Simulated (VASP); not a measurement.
# MnO in VASP: a series of runs

MnO is run at these levels: PBE; tasks: single point.

Everything below comes from runs of VASP 6.6.1. Logs are shortened: lines on timing, memory, paths and dates and some standing lists are left out, and cuts for length are marked.

### Step 1. The cell of the first run

Symmetry: Fm-3m, No. 225, cubic system. The conventional cell has a = 4.488 Å, b = 4.488 Å, c = 4.488 Å, α = 90.00°, β = 90.00°, γ = 90.00°. Mn (site symmetry m-3m) has 6 O at 2.24 Å within 3.0 Å. Within 3.0 Å of O (site symmetry m-3m) lie 6 Mn at 2.24 Å.

### Step 2. Single point, PBE, collinear spin, ferromagnetic start (11.30 Å³/atom)

INCAR reads:

```
SYSTEM = MnO
PREC = Accurate ; ENCUT = 520
EDIFF = 1E-6 ; ISMEAR = -1
SIGMA = 0.05 ; LREAL = .FALSE.
LASPH = .TRUE. ; NELM = 150
ALGO = Normal ; ISIF = 2
LWAVE = .FALSE. ; LCHARG = .FALSE.
ISPIN = 2 ; MAGMOM = 4 0
LORBIT = 11 ; LMAXMIX = 4
GGA = PE ; NBANDS = 20
```

KPOINTS reads:

```
regular mesh
0
G
  16 16 16
  0 0 0
```

POSCAR reads:

```
MnO
1.0
    0.0000000000      2.2440014309      2.2440014309
    2.2440014309      0.0000000000      2.2440014309
    2.2440014309      2.2440014309      0.0000000000
Mn O
1 1
Direct
    0.0000000000      0.0000000000      0.0000000000
    0.5000000000      0.5000000000      0.5000000000
```

Potentials or basis: VASP PAW PBE potentials, release 64 (Mn_pv, O).

Launch:

```bash
> cat potpaw_PBE.64/Mn_pv/POTCAR potpaw_PBE.64/O/POTCAR > POTCAR
> mpirun -np 1 vasp_std > vasp.out
```

OUTCAR:

```text
SYSTEM = MnO
   PREC = Accurate
   ENCUT = 520
   EDIFF = 1E-6
   ISMEAR = -1
   LREAL = .FALSE.
   LASPH = .TRUE.
   NELM = 150
   ISIF = 2
   ISPIN = 2
   LORBIT = 11
   GGA = PE

 ion  position               nearest neighbor table
   1  0.000  0.000  0.000-   2 2.24   2 2.24   2 2.24   2 2.24   2 2.24   2 2.24
   2  0.500  0.500  0.500-   1 2.24   1 2.24   1 2.24   1 2.24   1 2.24   1 2.24

  LATTYP: Found a face centered cubic cell.
 ALAT       =     4.4880028618

  Lattice vectors:

 A1 = (   0.0000000000,   2.2440014309,   2.2440014309)
 A2 = (   2.2440014309,   0.0000000000,   2.2440014309)
 A3 = (   2.2440014309,   2.2440014309,   0.0000000000)

Analysis of symmetry for initial positions (statically):
=====================================================================
 Subroutine PRICEL returns:
 Original cell was already a primitive cell.

 Routine SETGRP: Setting up the symmetry group for a
 face centered cubic supercell.

 Subroutine GETGRP returns: Found 48 space group operations
 (whereof 48 operations were pure point group operations)
 out of a pool of 48 trial point group operations.

The static configuration has the point symmetry O_h .

Analysis of symmetry for dynamics (positions and initial velocities):
=====================================================================
 Subroutine PRICEL returns:
 Original cell was already a primitive cell.

 Routine SETGRP: Setting up the symmetry group for a
 face centered cubic supercell.

 Subroutine GETGRP returns: Found 48 space group operations
 (whereof 48 operations were pure point group operations)
 out of a pool of 48 trial point group operations.

The dynamic configuration has the point symmetry O_h .

Analysis of structural, dynamic, and magnetic symmetry:
=====================================================================
 Subroutine PRICEL returns:
 Original cell was already a primitive cell.

 Routine SETGRP: Setting up the symmetry group for a
 face centered cubic supercell.

 Subroutine GETGRP returns: Found 48 space group operations
 (whereof 48 operations were pure point group operations)
 out of a pool of 48 trial point group operations.

The overall configuration has the point symmetry O_h .

 Subroutine INISYM returns: Found 48 space group operations
 (whereof 48 operations are pure point group operations),
 and found     1 'primitive' translations

----------------------------------------------------------------------------------------

                                     Primitive cell

  volume of cell :      22.5995

  direct lattice vectors                    reciprocal lattice vectors
     0.000000000  2.244001431  2.244001431    -0.222816257  0.222816257  0.222816257
     2.244001431  0.000000000  2.244001431     0.222816257 -0.222816257  0.222816257
     2.244001431  2.244001431  0.000000000     0.222816257  0.222816257 -0.222816257

  length of vectors
     3.173497258  3.173497258  3.173497258     0.385929078  0.385929078  0.385929078

  position of ions in fractional coordinates (direct lattice)
     0.000000000  0.000000000  0.000000000
     0.500000000  0.500000000  0.500000000

  ion indices of the primitive-cell ions
   primitive index   ion index
                 1           1
                 2           2

----------------------------------------------------------------------------------------

 KPOINTS: regular mesh

Automatic generation of k-mesh.
 Grid dimensions read from file:
 generate k-points for:   16   16   16

 Generating k-lattice:

  Cartesian coordinates                     Fractional coordinates (reciprocal lattice)
    -0.013926016  0.013926016  0.013926016     0.062500000  0.000000000  0.000000000
     0.013926016 -0.013926016  0.013926016     0.000000000  0.062500000  0.000000000
     0.013926016  0.013926016 -0.013926016     0.000000000  0.000000000  0.062500000

  Length of vectors
     0.024120567  0.024120567  0.024120567

  Shift w.r.t. Gamma in fractional coordinates (k-lattice)
     0.000000000  0.000000000  0.000000000

 Subroutine IBZKPT returns following result:
 ===========================================

 Found    145 irreducible k-points:

 Following reciprocal coordinates:
            Coordinates               Weight
  0.000000  0.000000  0.000000      1.000000
  0.062500  0.000000  0.000000      8.000000
  0.125000  0.000000  0.000000      8.000000
  0.187500  0.000000  0.000000      8.000000
  0.250000  0.000000  0.000000      8.000000
  0.312500  0.000000  0.000000      8.000000
[... 16 lines left out ...]
 -0.125000  0.062500  0.000000     24.000000
 -0.062500  0.062500  0.000000     12.000000
 [... further k-points ...]
   k-points           NKPTS =    145   k-points in BZ     NKDIM =    145   number of bands    NBANDS=     20
   number of dos      NEDOS =    301   number of ions     NIONS =      2
   total plane-waves  NPLWV =  13824
   dimension x,y,z NGX =    24 NGY =   24 NGZ =   24
   dimension x,y,z NGXF=    48 NGYF=   48 NGZF=   48
   ions per type =               1   1
   NGX,Y,Z   is equivalent  to a cutoff of  12.57, 12.57, 12.57 a.u.
   NGXF,Y,Z  is equivalent  to a cutoff of  25.15, 25.15, 25.15 a.u.
 SYSTEM =  MnO
   PREC   = accura    normal or accurate (medium, high low for compatibility)
   ISTART =      0    job   : 0-new  1-cont  2-samecut
   ICHARG =      2    charge: 1-file 2-atom 10-const
   ISPIN  =      2    spin polarized calculation?
   LNONCOLLINEAR =      F non collinear calculations
   LSORBIT =      F    spin-orbit coupling
   LASPH  =      T    aspherical Exc in radial PAW
   ENCUT  =  520.0 eV  38.22 Ry    6.18 a.u.   5.90  5.90  5.90*2*pi/ulx,y,z
   NELM   =    150;   NELMIN=  2; NELMDL= -5     # of ELM steps
   EDIFF  = 0.1E-05   stopping-criterion for ELM
   LREAL  =      F    real-space projection
   EDIFFG = 0.1E-04   stopping-criterion for IOM
   NSW    =      0    number of steps for IOM
   IBRION =     -1    ionic relax: 0-MD 1-quasi-New 2-CG
   NFREE  =      0    steps in history (QN), initial steepest desc. (CG)
   ISIF   =      2    stress and relaxation
   ISYM   =      2    0-nonsym 1-usesym 2-fastsym
   POTIM  = 0.5000    time-step for ionic-motion
   TEBEG  =    0.0;   TEEND  =   0.0 temperature during run
   PSTRESS=    0.0 pullay stress
   NELECT =      19.0000    total number of electrons
   NUPDOWN=      -1.0000    fix difference up-down
   EMIN   =  10.00;   EMAX   =-10.00  energy-range for DOS
   EFERMI =   0.00;   METHOD = LEGACY
   ISMEAR =    -1;   SIGMA  =   0.05  broadening in eV -4-tet -1-fermi 0-gaus
   EFERMI_NEDOS =   21; number of points for ismear=-14 and -15
   IALGO  =     38    algorithm
   IMIX   =      4    mixing-type and parameters
     AMIX     =   0.40;   BMIX     =  1.00
     AMIX_MAG =   1.60;   BMIX_MAG =  1.00
  volume/ion in A,a.u.               =      11.30        76.25
  Fermi-wavevector in a.u.,A,eV,Ry     =   1.545111  2.919836 32.482097  2.387367
  Thomas-Fermi vector in A             =   2.650536
   LORBIT       =     11    0 simple, 1 ext, 2 COOP (PROOUT), +10 PAW based schemes
   GGA     = PE    functional components
   LHFCALC =     F    Hartree Fock is set to
   AEXX    =    0.0000 exact exchange contribution
   IVDW    =     0    specifies the selected vdW correction
   LEPSILON=     F    determine dielectric tensor
   LRPA    =     F    only Hartree local field effects (RPA)
 spin polarized calculation
  energy-cutoff  :      520.00
  volume of cell :       22.60
 maximum number of plane-waves:       620
   NGX = 11   NGY = 11   NGZ = 11

 number of electron      18.9999990 magnetization       4.8294412

 Free energy of the ion-electron system (eV)
  ---------------------------------------------------
  ext. energy  EPLUGINS =         0.00000000
  ---------------------------------------------------
  free energy    TOTEN  =       -16.40085566 eV

  energy without entropy =      -16.39367556  energy(sigma->0) =      -16.39726561

 E-fermi :   7.1710     XC(G=0): -11.7018

 val. band max:        7.1648326530   @ k =  -0.3125   0.1875   0.0625
 cond. band min:       7.1777369657   @ k =   0.5000   0.0625   0.0000
 fundamental gap:      0.0129043127
 Fermi energy:         7.1709617835

 spin component 1

 k-point     1 :       0.0000    0.0000    0.0000
  band No.  band energies     occupation
      1     -43.2011      1.00000
      2     -43.2011      1.00000
      3     -43.2011      1.00000
      4     -12.8316      1.00000
      5       3.5829      1.00000
      6       3.5829      1.00000
[... 12 lines left out ...]
     19      26.4028      0.00000
     20      26.4028      0.00000
[... 507 lines left out ...]
 k-point    24 :      -0.0625    0.0625    0.0000
  band No.  band energies     occupation
      1     -43.2062      1.00000
      2     -43.2027      1.00000
      3     -43.2015      1.00000
      4     -12.7481      1.00000
      5       2.6375      1.00000
      6       2.9455      1.00000
[... 12 lines left out ...]
     19      26.5803      0.00000
     20      27.8382      0.00000

 [... further k-points ...]

 spin component 2

 k-point     1 :       0.0000    0.0000    0.0000
  band No.  band energies     occupation
      1     -38.4871      1.00000
      2     -38.4871      1.00000
      3     -38.4871      1.00000
      4     -12.3907      1.00000
      5       3.9691      1.00000
      6       3.9691      1.00000
[... 12 lines left out ...]
     19      28.7664      0.00000
     20      28.7664      0.00000
[... 507 lines left out ...]
 k-point    24 :      -0.0625    0.0625    0.0000
  band No.  band energies     occupation
      1     -38.4937      1.00000
      2     -38.4891      1.00000
      3     -38.4875      1.00000
      4     -12.3097      1.00000
      5       3.3388      1.00000
      6       3.7517      1.00000
[... 12 lines left out ...]
     19      28.5356      0.00000
     20      29.9702      0.00000

 [... further k-points ...]

------------------------ aborting loop because EDIFF is reached ----------------------------------------

  FORCE on cell =-STRESS in cart. coord.  units (eV):
  Direction    XX          YY          ZZ          XY          YZ          ZX
  --------------------------------------------------------------------------------------
  -------------------------------------------------------------------------------------
  Total       -0.4408863     -0.4408863     -0.4408863      0.0000000     -0.0000000      0.0000000
  in kB      -31.2563172    -31.2563172    -31.2563172      0.0000000     -0.0000000      0.0000000
  external PRESSURE =     -31.2563172 kB  Pullay stress =       0.0000000 kB

 VOLUME and BASIS-vectors are now :
 -----------------------------------------------------------------------------
  energy-cutoff  :      520.00
  volume of cell :       22.60
      direct lattice vectors                 reciprocal lattice vectors
     0.000000000  2.244001431  2.244001431    -0.222816257  0.222816257  0.222816257
     2.244001431  0.000000000  2.244001431     0.222816257 -0.222816257  0.222816257
     2.244001431  2.244001431  0.000000000     0.222816257  0.222816257 -0.222816257

 POSITION                                       TOTAL-FORCE (eV/Angst)
 -----------------------------------------------------------------------------------
      0.00000      0.00000      0.00000        -0.000000     -0.000000      0.000000
      2.24400      2.24400      2.24400         0.000000      0.000000     -0.000000
 -----------------------------------------------------------------------------------
    total drift:                                0.000000     -0.000000     -0.000000

  FREE ENERGIE OF THE ION-ELECTRON SYSTEM (eV)
  ---------------------------------------------------
  free  energy   TOTEN  =       -16.4008556636 eV

  energy  without entropy=      -16.3936755596  energy(sigma->0) =      -16.39726561

 total charge

# of ion       s       p       d       tot
------------------------------------------
    1        0.199   6.167   4.959  11.325
    2        1.561   3.404   0.000   4.965
--------------------------------------------------
tot          1.759   9.571   4.959  16.290

 magnetization (x)

# of ion       s       p       d       tot
------------------------------------------
    1        0.035   0.025   4.317   4.377
    2        0.030   0.175   0.000   0.204
--------------------------------------------------
tot          0.064   0.200   4.317   4.581
```

Wall time 3.5 min (1 thread of AMD EPYC 7R43 (Zen 3), shared host); peak memory 0.17 GiB.

Results:

- Free energy: -16.4009 eV
- Pressure: -3.1 GPa
- Net moment: 4.83 μB per cell
- Site moments: Mn +4.38; O +0.20 μB
- Valence electrons inside the program's atomic spheres: Mn 11.32; O 4.96

Caveat: the cell stands under tension; a cell with one magnetic atom can't hold antiferromagnetic order, which such compounds often take; semilocal functionals often make such compounds metallic where correlation or magnetic order opens a gap, which also shifts bond lengths. With open d or f shells a metallic result of PBE can be an artefact of self-interaction; +U or a hybrid may open a gap.

### Step 3. Single point, PBE, collinear spin, ferromagnetic start (11.41 Å³/atom)

This run uses another cell than the first one, of 11.41 Å³/atom.

INCAR reads:

```
SYSTEM = MnO
PREC = Accurate
ENCUT = 520
EDIFF = 1E-6
ISMEAR = -1
SIGMA = 0.05
LREAL = .FALSE.
LASPH = .TRUE.
NELM = 150
ALGO = Normal
ISIF = 2
LWAVE = .FALSE.
LCHARG = .TRUE.
ISPIN = 2
MAGMOM = 4 0
LORBIT = 11
LMAXMIX = 4
GGA = PE
LELF = .TRUE.
LVHAR = .TRUE.
NBANDS = 20
```

KPOINTS is that of step 2.

POSCAR reads:

```
MnO
1.0
    0.0000000000      2.2512401953      2.2512401953
    2.2512401953      0.0000000000      2.2512401953
    2.2512401953      2.2512401953      0.0000000000
Mn O
1 1
Direct
    0.0000000000      0.0000000000      0.0000000000
    0.5000000000      0.5000000000      0.5000000000
```

Potentials or basis: VASP PAW PBE potentials, release 64 (Mn_pv, O).

Launch:

```bash
> cat potpaw_PBE.64/Mn_pv/POTCAR potpaw_PBE.64/O/POTCAR > POTCAR
> mpirun -np 1 vasp_std > vasp.out
```

OUTCAR:

```text
SYSTEM = MnO
   PREC = Accurate
   ENCUT = 520
   EDIFF = 1E-6
   ISMEAR = -1
   LREAL = .FALSE.
   LASPH = .TRUE.
   NELM = 150
   ISIF = 2
   ISPIN = 2
   LORBIT = 11
   GGA = PE

 ion  position               nearest neighbor table
   1  0.000  0.000  0.000-   2 2.25   2 2.25   2 2.25   2 2.25   2 2.25   2 2.25
   2  0.500  0.500  0.500-   1 2.25   1 2.25   1 2.25   1 2.25   1 2.25   1 2.25

  LATTYP: Found a face centered cubic cell.
 ALAT       =     4.5024803906

  Lattice vectors:

 A1 = (   0.0000000000,   2.2512401953,   2.2512401953)
 A2 = (   2.2512401953,   0.0000000000,   2.2512401953)
 A3 = (   2.2512401953,   2.2512401953,   0.0000000000)

Analysis of symmetry for initial positions (statically):
=====================================================================
 Subroutine PRICEL returns:
 Original cell was already a primitive cell.

 Routine SETGRP: Setting up the symmetry group for a
 face centered cubic supercell.

[... 750 lines left out ...]
      5       3.8990      1.00000
      6       3.8990      1.00000
[... 541 lines left out ...]
     19      28.2818      0.00000
     20      29.6943      0.00000

 [... further k-points ...]

------------------------ aborting loop because EDIFF is reached ----------------------------------------

  FORCE on cell =-STRESS in cart. coord.  units (eV):
  Direction    XX          YY          ZZ          XY          YZ          ZX
  --------------------------------------------------------------------------------------
  -------------------------------------------------------------------------------------
  Total       -0.5861962     -0.5861962     -0.5861962      0.0000000     -0.0000000      0.0000000
  in kB      -41.1583643    -41.1583643    -41.1583643      0.0000000     -0.0000000      0.0000000
  external PRESSURE =     -41.1583643 kB  Pullay stress =       0.0000000 kB

 VOLUME and BASIS-vectors are now :
 -----------------------------------------------------------------------------
  energy-cutoff  :      520.00
  volume of cell :       22.82
      direct lattice vectors                 reciprocal lattice vectors
     0.000000000  2.251240195  2.251240195    -0.222099801  0.222099801  0.222099801
     2.251240195  0.000000000  2.251240195     0.222099801 -0.222099801  0.222099801
     2.251240195  2.251240195  0.000000000     0.222099801  0.222099801 -0.222099801

 POSITION                                       TOTAL-FORCE (eV/Angst)
 -----------------------------------------------------------------------------------
      0.00000      0.00000      0.00000         0.000000     -0.000000      0.000000
      2.25124      2.25124      2.25124        -0.000000      0.000000     -0.000000
 -----------------------------------------------------------------------------------
    total drift:                                0.000000     -0.000000     -0.000000

  FREE ENERGIE OF THE ION-ELECTRON SYSTEM (eV)
  ---------------------------------------------------
  free  energy   TOTEN  =       -16.3962109193 eV

  energy  without entropy=      -16.3891862148  energy(sigma->0) =      -16.39269857

 total charge

# of ion       s       p       d       tot
------------------------------------------
    1        0.197   6.164   4.954  11.316
    2        1.561   3.401   0.000   4.961
--------------------------------------------------
tot          1.758   9.565   4.954  16.277

 magnetization (x)

# of ion       s       p       d       tot
------------------------------------------
    1        0.035   0.025   4.332   4.392
    2        0.029   0.175   0.000   0.205
--------------------------------------------------
tot          0.064   0.200   4.332   4.597
```

OSZICAR:

```text
N       E                     dE             d eps       ncg     rms          rms(c)
DAV:   1     0.170386930029E+03    0.17039E+03   -0.10362E+04 11664   0.111E+03
DAV:   2    -0.101469865940E+02   -0.18053E+03   -0.16829E+03 11912   0.325E+02
DAV:   3    -0.186870055269E+02   -0.85400E+01   -0.84422E+01 13072   0.762E+01
DAV:   4    -0.187525115059E+02   -0.65506E-01   -0.65491E-01 13272   0.691E+00
DAV:   5    -0.187531162022E+02   -0.60470E-03   -0.60469E-03 12976   0.664E-01    0.135E+01
DAV:   6    -0.167415114546E+02    0.20116E+01   -0.10453E+01 15764   0.345E+01    0.133E+01
DAV:   7    -0.164082311550E+02    0.33328E+00   -0.13940E+00 13160   0.166E+01    0.768E+00
DAV:   8    -0.164078800679E+02    0.35109E-03   -0.13216E-01 12884   0.268E+00    0.459E+00
DAV:   9    -0.163942419313E+02    0.13638E-01   -0.45561E-02 12068   0.222E+00    0.118E+00
DAV:  10    -0.163957691445E+02   -0.15272E-02   -0.78733E-03 12716   0.101E+00    0.242E-01
DAV:  11    -0.163960964310E+02   -0.32729E-03   -0.13543E-03 13248   0.342E-01    0.133E-01
DAV:  12    -0.163961894066E+02   -0.92976E-04   -0.79087E-05 13024   0.114E-01    0.375E-02
DAV:  13    -0.163962022038E+02   -0.12797E-04   -0.15121E-05 13252   0.344E-02    0.321E-02
DAV:  14    -0.163962111454E+02   -0.89416E-05   -0.65741E-06 12836   0.207E-02    0.750E-03
DAV:  15    -0.163962109193E+02    0.22610E-06   -0.45958E-07  7532   0.634E-03
   1 F= -.16396211E+02 E0= -.16392699E+02  d E =-.702470E-02  mag=     4.8486
```

stdout:

```text
POSCAR found type information on POSCAR MnO
 POSCAR found :  2 types and       2 ions
 scaLAPACK will be used
 LDA part: xc-table for (Slater+PW92), standard interpolation
 POSCAR, INCAR and KPOINTS ok, starting setup
 FFT: planning ... GRIDC
 FFT: planning ... GRID_SOFT
 FFT: planning ... GRID
 WAVECAR not read
 entering main loop
```

Wall time 3.3 min (1 thread of AMD EPYC 7R43 (Zen 3), shared host); peak memory 0.18 GiB.

What came out:

```
Free energy                                           : -16.3962 eV
Pressure                                              : -4.1 GPa
Net moment                                            : 4.85 μB per cell
Site moments                                          : Mn +4.39; O +0.20 μB
Valence electrons inside the program's atomic spheres : Mn 11.32; O 4.96
```

Caveat: the cell stands under tension; a cell with one magnetic atom can't hold antiferromagnetic order, which such compounds often take; semilocal functionals often make such compounds metallic where correlation or magnetic order opens a gap, which also shifts bond lengths. With open d or f shells a metallic result of PBE can be an artefact of self-interaction; +U or a hybrid may open a gap.

[end of part 1 of 3]
